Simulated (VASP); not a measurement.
Wanted: the native input for a VASP 6.6.1 run.

| Quantity | Value |
| --- | --- |
| Task | relaxation of cell and atoms |
| Functional | PBE |
| Potentials or basis | VASP PAW PBE potentials, release 64 (Pt, Se, Au) |
| Cutoff | 500 eV |
| k mesh | 6 × 6 × 8 |
| Occupations | gaussian, width 0.1 eV |
| Spin | no spin polarisation |
| Dipole correction | no |
| Further INCAR settings | ALGO = Normal; EDIFF = 1e-07; IBRION = 2; EDIFFG = -0.01; NSW = 100; ISIF = 3 |

The structure of PtAu2Se4 lies in POSCAR:

```
PtAu2Se4
1.0
    3.8657730411     -5.5906635920      0.0000000000
    3.8657730411      5.5906635920      0.0000000000
    0.0000000000      0.0000000000      3.8282784843
Pt Se Au
1 4 2
Direct
    0.0000000000      0.0000000000      0.0000000000
    0.7740950624      0.2259049376      0.0000000000
    0.2126218827      0.2126218827      0.5000000000
    0.7873781173      0.7873781173      0.5000000000
    0.2259049376      0.7740950624      0.0000000000
    0.5000000000      0.0000000000      0.5000000000
    0.0000000000      0.5000000000      0.5000000000
```

The cell was built from a structure type or drawn by symmetry, and may not be a known phase.

These files were run (other wordings do the same):

INCAR

```
PREC = Accurate
ENCUT = 500
EDIFF = 1E-7
ISMEAR = 0
SIGMA = 0.1
LREAL = False
LASPH = True
NELM = 120
ALGO = Normal
ISIF = 3
LWAVE = False
LCHARG = False
GGA = PE
IBRION = 2
NSW = 100
EDIFFG = -0.01
GGA_COMPAT = False
NELMIN = 4
```

KPOINTS

```
regular mesh
0
Gamma
  6 6 8
```

Potentials or basis: VASP PAW PBE potentials, release 64 (Pt, Se, Au).

Launch:

```console
$ cat potpaw_PBE.64/Pt/POTCAR potpaw_PBE.64/Se/POTCAR potpaw_PBE.64/Au/POTCAR > POTCAR
$ mpirun -np 1 vasp_std > vasp.out
```

It gave:

```
Relaxed volume                        : 23.51 Å³/atom
Relaxed cell                          : a = 6.773 Å, b = 6.773 Å, c = 3.784 Å, α = 90.00°, β = 90.00°, γ = 108.51°
Space group after relaxing (to 0.1 Å) : Cmmm (No. 65)
Energy gained by relaxing             : 3.2 meV/atom
Ionic steps                           : 13
Pressure after relaxing               : 0.0 GPa
Largest force after relaxing          : 0.010 eV/Å
Band gap on the k mesh                : zero (bands 28 and 29 overlap by 1.05 eV)
```

Caveat: spin-orbit coupling is left out, which moves the levels of the heavy elements.

Run time: 63 min on 1 thread of Intel Xeon 8259CL (shared host), peak memory 0.5 GiB.
